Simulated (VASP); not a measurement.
# BaTiO3 (P4mm) in VASP: single point with PBE

Aim: the single point of BaTiO3 with PBE.

Program: VASP 6.6.1. These are calculated values, not measurements. Logs are shortened: lines on timing, memory, paths and dates and some standing lists are left out, and cuts for length are marked.

### 1 The cell of the first run

The structure is tetragonal, space group P4mm (No. 99). Conventional cell: a = 4.017 Å, b = 4.017 Å, c = 4.035 Å, α = 90.00°, β = 90.00°, γ = 90.00°. Ba (site symmetry 4mm) has 12 O at 2.80 to 2.89 Å and 8 Ti at 3.44 to 3.53 Å within 3.7 Å. Within 2.5 Å of Ti (site symmetry 4mm) lie 6 O at 1.88 to 2.15 Å. Within 2.5 Å of O (site symmetry 4mm) lie 2 Ti at 1.88 to 2.15 Å. Within 2.9 Å of O (site symmetry 2mm) lie 2 Ti at 2.01 Å and 4 Ba at 2.80 to 2.89 Å and 8 O at 2.84 to 2.85 Å.

### 2 Single point, PBE

File INCAR:

```
ALGO = Normal ; EDIFF = 1E-6
ENCUT = 520 ; GGA = PE
ISIF = 2 ; ISMEAR = -1
LASPH = True ; LCHARG = False
LREAL = False ; LWAVE = False
NBANDS = 51 ; NELM = 80
PREC = Accurate ; SIGMA = 0.1189
```

File KPOINTS:

```
k-points
0
Gamma
  6 6 3
```

File POSCAR:

```
BaTiO3
1.0
    4.0165210900      0.0000000000      0.0000000000
    0.0000000000      4.0165210900      0.0000000000
    0.0000000000      0.0000000000      8.0695943500
Ba Ti O
2 2 6
Direct
    0.0000000000      0.0000000000      0.0000000000
    0.0000000000      0.0000000000      0.5000000000
    0.5000000000      0.5000000000      0.2410000000
    0.5000000000      0.5000000000      0.7410000000
    0.5000000000      0.5000000000      0.0080000000
    0.5000000000      0.5000000000      0.5080000000
    0.5000000000      0.0000000000      0.2575000000
    0.5000000000      0.0000000000      0.7575000000
    0.0000000000      0.5000000000      0.2575000000
    0.0000000000      0.5000000000      0.7575000000
```

Potentials or basis: VASP PAW PBE potentials, release 64 (Ba_sv, Ti_sv, O).

The run is started by

```sh
$ cat potpaw_PBE.64/Ba_sv/POTCAR potpaw_PBE.64/Ti_sv/POTCAR potpaw_PBE.64/O/POTCAR > POTCAR
$ mpirun -np 1 vasp_std > vasp.out
```

OUTCAR:

```text
EDIFF = 1E-6
   ENCUT = 520
   GGA = PE
   ISIF = 2
   ISMEAR = -1
   LASPH = True
   LREAL = False
   NELM = 80
   PREC = Accurate

 ion  position               nearest neighbor table
   1  0.000  0.000  0.000-   8 2.80  10 2.80  10 2.80   8 2.80   5 2.84   5 2.84   5 2.84   5 2.84
                             9 2.89   7 2.89   9 2.89   7 2.89   3 3.44   3 3.44   3 3.44   3 3.44
   2  0.000  0.000  0.500-   7 2.80   9 2.80   9 2.80   7 2.80   6 2.84   6 2.84   6 2.84   6 2.84
                             8 2.89  10 2.89   8 2.89  10 2.89   4 3.44   4 3.44   4 3.44   4 3.44
   3  0.500  0.500  0.241-   5 1.88   7 2.01   9 2.01   7 2.01   9 2.01   6 2.15   1 3.44   1 3.44
                             1 3.44   1 3.44   2 3.53   2 3.53   2 3.53   2 3.53
   4  0.500  0.500  0.741-   6 1.88   8 2.01  10 2.01   8 2.01  10 2.01   5 2.15   2 3.44   2 3.44
                             2 3.44   2 3.44   1 3.53   1 3.53   1 3.53   1 3.53
   5  0.500  0.500  0.008-   3 1.88   4 2.15   1 2.84   1 2.84   1 2.84   1 2.84
   6  0.500  0.500  0.508-   4 1.88   3 2.15   2 2.84   2 2.84   2 2.84   2 2.84
   7  0.500  0.000  0.258-   3 2.01   3 2.01   2 2.80   2 2.80   1 2.89   1 2.89
   8  0.500  0.000  0.758-   4 2.01   4 2.01   1 2.80   1 2.80   2 2.89   2 2.89
   9  0.000  0.500  0.258-   3 2.01   3 2.01   2 2.80   2 2.80   1 2.89   1 2.89
  10  0.000  0.500  0.758-   4 2.01   4 2.01   1 2.80   1 2.80   2 2.89   2 2.89

  LATTYP: Found a simple tetragonal cell.
 ALAT       =     4.0165210900
 C/A-ratio  =     2.0091004551

  Lattice vectors:

 A1 = (   4.0165210900,   0.0000000000,   0.0000000000)
 A2 = (   0.0000000000,   4.0165210900,   0.0000000000)
 A3 = (   0.0000000000,   0.0000000000,   8.0695943500)

Analysis of symmetry for initial positions (statically):
=====================================================================
 Subroutine PRICEL returns following result:

  LATTYP: Found a simple tetragonal cell.
 ALAT       =     4.0165210900
 C/A-ratio  =     1.0045502276

  Lattice vectors:

 A1 = (   4.0165210900,   0.0000000000,   0.0000000000)
 A2 = (   0.0000000000,   4.0165210900,   0.0000000000)
 A3 = (   0.0000000000,   0.0000000000,   4.0347971750)

   2 primitive cells build up your supercell.

 Routine SETGRP: Setting up the symmetry group for a
 simple tetragonal supercell.

 Subroutine GETGRP returns: Found  8 space group operations
 (whereof  8 operations were pure point group operations)
 out of a pool of 16 trial point group operations.

The static configuration has the point symmetry C_4v.

Analysis of symmetry for dynamics (positions and initial velocities):
=====================================================================
 Subroutine PRICEL returns following result:

  LATTYP: Found a simple tetragonal cell.
 ALAT       =     4.0165210900
 C/A-ratio  =     1.0045502276

  Lattice vectors:

 A1 = (   4.0165210900,   0.0000000000,   0.0000000000)
 A2 = (   0.0000000000,   4.0165210900,   0.0000000000)
 A3 = (   0.0000000000,   0.0000000000,   4.0347971750)

   2 primitive cells build up your supercell.

 Routine SETGRP: Setting up the symmetry group for a
 simple tetragonal supercell.

 Subroutine GETGRP returns: Found  8 space group operations
 (whereof  8 operations were pure point group operations)
 out of a pool of 16 trial point group operations.

The dynamic configuration has the point symmetry C_4v.

 Subroutine INISYM returns: Found  8 space group operations
 (whereof  8 operations are pure point group operations),
 and found     2 'primitive' translations

----------------------------------------------------------------------------------------

                                     Primitive cell

  volume of cell :      65.0911

  direct lattice vectors                    reciprocal lattice vectors
     4.016521090  0.000000000  0.000000000     0.248971679  0.000000000  0.000000000
     0.000000000  4.016521090  0.000000000     0.000000000  0.248971679  0.000000000
     0.000000000  0.000000000  4.034797175     0.000000000  0.000000000  0.247843933

  length of vectors
     4.016521090  4.016521090  4.034797175     0.248971679  0.248971679  0.247843933

  position of ions in fractional coordinates (direct lattice)
     0.000000000  0.000000000  0.000000000
     0.500000000  0.500000000  0.482000000
     0.500000000  0.500000000  0.016000000
     0.500000000  0.000000000  0.515000000
     0.000000000  0.500000000  0.515000000

  ion indices of the primitive-cell ions
   primitive index   ion index
                 1           1
                 2           3
                 3           5
                 4           8
                 5          10

----------------------------------------------------------------------------------------

 KPOINTS: k-points

Automatic generation of k-mesh.
 Grid dimensions read from file:
 generate k-points for:    6    6    3

 Generating k-lattice:

  Cartesian coordinates                     Fractional coordinates (reciprocal lattice)
     0.041495280  0.000000000  0.000000000     0.166666667  0.000000000  0.000000000
     0.000000000  0.041495280  0.000000000     0.000000000  0.166666667  0.000000000
     0.000000000  0.000000000  0.041307322     0.000000000  0.000000000  0.333333333

  Length of vectors
     0.041495280  0.041495280  0.041307322

  Shift w.r.t. Gamma in fractional coordinates (k-lattice)
     0.000000000  0.000000000  0.000000000

 Subroutine IBZKPT returns following result:
 ===========================================

 Found     20 irreducible k-points:

 Following reciprocal coordinates:
            Coordinates               Weight
  0.000000  0.000000  0.000000      1.000000
  0.166667  0.000000  0.000000      4.000000
  0.333333  0.000000  0.000000      4.000000
  0.500000  0.000000  0.000000      2.000000
  0.166667  0.166667  0.000000      4.000000
  0.333333  0.166667  0.000000      8.000000
[... 12 lines left out ...]
  0.500000  0.333333  0.333333      8.000000
  0.500000  0.500000  0.333333      2.000000
   k-points           NKPTS =     20   k-points in BZ     NKDIM =     20   number of bands    NBANDS=     51
   number of dos      NEDOS =    301   number of ions     NIONS =     10
   total plane-waves  NPLWV =  54000
   dimension x,y,z NGX =    30 NGY =   30 NGZ =   60
   dimension x,y,z NGXF=    60 NGYF=   60 NGZF=  120
   ions per type =               2   2   6
   NGX,Y,Z   is equivalent  to a cutoff of  12.42, 12.42, 12.36 a.u.
   NGXF,Y,Z  is equivalent  to a cutoff of  24.83, 24.83, 24.72 a.u.
 SYSTEM =  unknown system
   PREC   = accura    normal or accurate (medium, high low for compatibility)
   ISTART =      0    job   : 0-new  1-cont  2-samecut
   ICHARG =      2    charge: 1-file 2-atom 10-const
   ISPIN  =      1    spin polarized calculation?
   LNONCOLLINEAR =      F non collinear calculations
   LSORBIT =      F    spin-orbit coupling
   LASPH  =      T    aspherical Exc in radial PAW
   ENCUT  =  520.0 eV  38.22 Ry    6.18 a.u.   7.47  7.47 15.00*2*pi/ulx,y,z
   NELM   =     80;   NELMIN=  2; NELMDL= -5     # of ELM steps
   EDIFF  = 0.1E-05   stopping-criterion for ELM
   LREAL  =      F    real-space projection
   EDIFFG = 0.1E-04   stopping-criterion for IOM
   NSW    =      0    number of steps for IOM
[... 5 lines left out ...]
   TEBEG  =    0.0;   TEEND  =   0.0 temperature during run
   PSTRESS=    0.0 pullay stress
   NELECT =      80.0000    total number of electrons
   NUPDOWN=      -1.0000    fix difference up-down
   EMIN   =  10.00;   EMAX   =-10.00  energy-range for DOS
   EFERMI =   0.00;   METHOD = LEGACY
   ISMEAR =    -1;   SIGMA  =   0.12  broadening in eV -4-tet -1-fermi 0-gaus
   EFERMI_NEDOS =   21; number of points for ismear=-14 and -15
   IALGO  =     38    algorithm
   IMIX   =      4    mixing-type and parameters
     AMIX     =   0.40;   BMIX     =  1.00
     AMIX_MAG =   1.60;   BMIX_MAG =  1.00
  volume/ion in A,a.u.               =      13.02        87.85
  Fermi-wavevector in a.u.,A,eV,Ry     =   1.391834  2.630186 26.357246  1.937203
  Thomas-Fermi vector in A             =   2.515635
   LORBIT       =      0    0 simple, 1 ext, 2 COOP (PROOUT), +10 PAW based schemes
   GGA     = PE    functional components
   LHFCALC =     F    Hartree Fock is set to
   AEXX    =    0.0000 exact exchange contribution
   IVDW    =     0    specifies the selected vdW correction
   LEPSILON=     F    determine dielectric tensor
   LRPA    =     F    only Hartree local field effects (RPA)
 non-spin polarized calculation
  energy-cutoff  :      520.00
  volume of cell :      130.18
 maximum number of plane-waves:      3550
 NGX is ok and might be reduce to    30
   NGX = 15   NGY = 15   NGZ = 31

 number of electron      79.9999954 magnetization

 Free energy of the ion-electron system (eV)
  ---------------------------------------------------
  ext. energy  EPLUGINS =         0.00000000
  ---------------------------------------------------
  free energy    TOTEN  =       -79.99864487 eV

  energy without entropy =      -79.99841186  energy(sigma->0) =      -79.99852837

 E-fermi :   4.7111     XC(G=0): -11.1753

 val. band max:        3.7695138363   @ k =   0.5000   0.5000   0.0000
 cond. band min:       5.5163748273   @ k =   0.0000   0.0000   0.0000
 fundamental gap:      1.7468609910
 Fermi energy:         4.7110572436

 k-point     1 :       0.0000    0.0000    0.0000
  band No.  band energies     occupation
      1     -52.8754      2.00000
      2     -52.8745      2.00000
      3     -29.1682      2.00000
      4     -29.1207      2.00000
      5     -29.0801      2.00000
      6     -29.0801      2.00000
[... 43 lines left out ...]
     50       8.7056      0.00000
     51       8.7787      0.00000

 k-point     2 :       0.1667    0.0000    0.0000
  band No.  band energies     occupation
      1     -52.8751      2.00000
      2     -52.8742      2.00000
      3     -29.1674      2.00000
      4     -29.1202      2.00000
      5     -29.0925      2.00000
      6     -29.0904      2.00000
[... 43 lines left out ...]
     50       9.2170      0.00000
     51       9.2813      0.00000

 k-point     3 :       0.3333    0.0000    0.0000
  band No.  band energies     occupation
      1     -52.8747      2.00000
      2     -52.8738      2.00000
      3     -29.1658      2.00000
      4     -29.1194      2.00000
      5     -29.1169      2.00000
      6     -29.1143      2.00000
[... 43 lines left out ...]
     50      10.2277      0.00000
     51      10.4804      0.00000
[... 811 lines left out ...]
 k-point    19 :       0.5000    0.3333    0.3333
  band No.  band energies     occupation
      1     -52.8735      2.00000
      2     -52.8730      2.00000
      3     -29.1519      2.00000
      4     -29.1289      2.00000
      5     -29.1264      2.00000
      6     -29.1251      2.00000
[... 43 lines left out ...]
     50      10.7730      0.00000
     51      11.3274      0.00000

 k-point    20 :       0.5000    0.5000    0.3333
  band No.  band energies     occupation
      1     -52.8733      2.00000
      2     -52.8728      2.00000
      3     -29.1513      2.00000
      4     -29.1284      2.00000
      5     -29.1256      2.00000
      6     -29.1256      2.00000
[... 43 lines left out ...]
     50      11.0256      0.00000
     51      11.2023      0.00000

------------------------ aborting loop because EDIFF is reached ----------------------------------------

  FORCE on cell =-STRESS in cart. coord.  units (eV):
  Direction    XX          YY          ZZ          XY          YZ          ZX
  --------------------------------------------------------------------------------------
  -------------------------------------------------------------------------------------
  Total        1.4634987      1.4634987      2.6724716      0.0000000      0.0000000      0.0000000
  in kB       18.0115512     18.0115512     32.8906059      0.0000000      0.0000000      0.0000000
  external PRESSURE =      22.9712361 kB  Pullay stress =       0.0000000 kB

 VOLUME and BASIS-vectors are now :
 -----------------------------------------------------------------------------
  energy-cutoff  :      520.00
  volume of cell :      130.18
      direct lattice vectors                 reciprocal lattice vectors
     4.016521090  0.000000000  0.000000000     0.248971679  0.000000000  0.000000000
     0.000000000  4.016521090  0.000000000     0.000000000  0.248971679  0.000000000
     0.000000000  0.000000000  8.069594350     0.000000000  0.000000000  0.123921966

 POSITION                                       TOTAL-FORCE (eV/Angst)
 -----------------------------------------------------------------------------------
      0.00000      0.00000      0.00000         0.000000     -0.000000     -0.075684
      0.00000      0.00000      4.03480         0.000000     -0.000000     -0.075684
      2.00826      2.00826      1.94477         0.000000      0.000000      0.006786
      2.00826      2.00826      5.97957         0.000000      0.000000      0.006786
      2.00826      2.00826      0.06456        -0.000000      0.000000      0.395132
      2.00826      2.00826      4.09935        -0.000000      0.000000      0.395132
      2.00826      0.00000      2.07792         0.000000     -0.000000     -0.163117
      2.00826      0.00000      6.11272         0.000000     -0.000000     -0.163117
      0.00000      2.00826      2.07792         0.000000     -0.000000     -0.163117
      0.00000      2.00826      6.11272         0.000000      0.000000     -0.163117
 -----------------------------------------------------------------------------------
    total drift:                                0.000000      0.000000     -0.001155

  FREE ENERGIE OF THE ION-ELECTRON SYSTEM (eV)
  ---------------------------------------------------
  free  energy   TOTEN  =       -79.9986448697 eV

  energy  without entropy=      -79.9984118637  energy(sigma->0) =      -79.99852837
```

It took 4.1 min on 1 thread of Intel Xeon 8259CL, shared host; peak memory 0.29 GiB.

Results:

```
Free energy            : -79.9986 eV
Pressure               : 2.3 GPa
Largest force          : 0.395 eV/Å
Band gap on the k mesh : 1.75 eV
```

Forces in eV/Å, atoms in the order of the input:
```
Ba   0.000  0.000 -0.076
Ba   0.000  0.000 -0.076
Ti   0.000  0.000  0.007
Ti   0.000  0.000  0.007
O    0.000  0.000  0.395
O    0.000  0.000  0.395
O    0.000  0.000 -0.163
O    0.000  0.000 -0.163
O    0.000  0.000 -0.163
O    0.000  0.000 -0.163
```

Stress tensor (GPa, compression positive):
```
1.80 0.00 0.00
0.00 1.80 0.00
0.00 0.00 3.29
```

Levels at points of the mesh, in eV from the valence-band top:
```tsv
k point	band 36	band 37	band 38	band 39	band 40	band 41	band 42	band 43	band 44	band 45
(0.00, 0.00, 0.00)	-0.71	-0.71	-0.38	-0.34	-0.34	1.75	1.90	2.04	2.04	3.51
(0.50, 0.00, 0.00)	-1.03	-0.92	-0.90	-0.89	-0.20	2.17	3.41	3.44	3.46	3.53
(0.50, 0.50, 0.00)	-1.05	-0.12	-0.12	-0.09	0.00	3.47	3.47	3.85	4.07	4.07
```

Caveat: spin-orbit coupling is left out, which moves the levels of the heavy elements.
